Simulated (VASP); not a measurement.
Wanted: the native input for a VASP 6.6.1 run.

| Quantity | Value |
| --- | --- |
| Task | single point |
| Functional | PBE |
| Potentials or basis | VASP PAW PBE potentials, release 64 (Ti_sv) |
| Cutoff | 520 eV |
| k mesh | 11 × 11 × 6 |
| Occupations | methfessel-paxton, width 0.15 eV |
| Spin | no spin polarisation |
| Dipole correction | no |
| Further INCAR settings | ALGO = Normal; EDIFF = 1e-07; NBANDS = 19 |

The structure of Ti lies in POSCAR:

```
Ti
1.0
    3.0266574256      0.0000000000      0.0000000000
   -1.5133287128      2.6211571496      0.0000000000
    0.0000000000      0.0000000000      4.8016124583
Ti
2
Direct
    0.3333333333      0.6666666667      0.2500000000
    0.6666666667      0.3333333333      0.7500000000
```

These files were run (other wordings do the same):

INCAR

```
ALGO = Normal
EDIFF = 1E-7
ENCUT = 520
GGA = PE
ISIF = 2
ISMEAR = 1
LASPH = T
LCHARG = F
LREAL = F
LWAVE = F
NBANDS = 19
NELM = 80
PREC = Accurate
SIGMA = 0.15
```

KPOINTS

```
k-points
0
Gamma
  11 11 6
```

Potentials or basis: VASP PAW PBE potentials, release 64 (Ti_sv).

Command:

```sh
$ cat potpaw_PBE.64/Ti_sv/POTCAR > POTCAR
$ mpirun -np 1 vasp_std > vasp.out
```

It gave:

- Pressure: -8.7 GPa
- Band gap on the k mesh: zero (band 12 reaches 8.11 eV, above the bottom of band 13 at 7.13 eV)

It took 34 s on 1 thread of Intel(R) Xeon(R) Platinum 8488C (Sapphire Rapids) (shared host), peak memory 0.17 GiB.
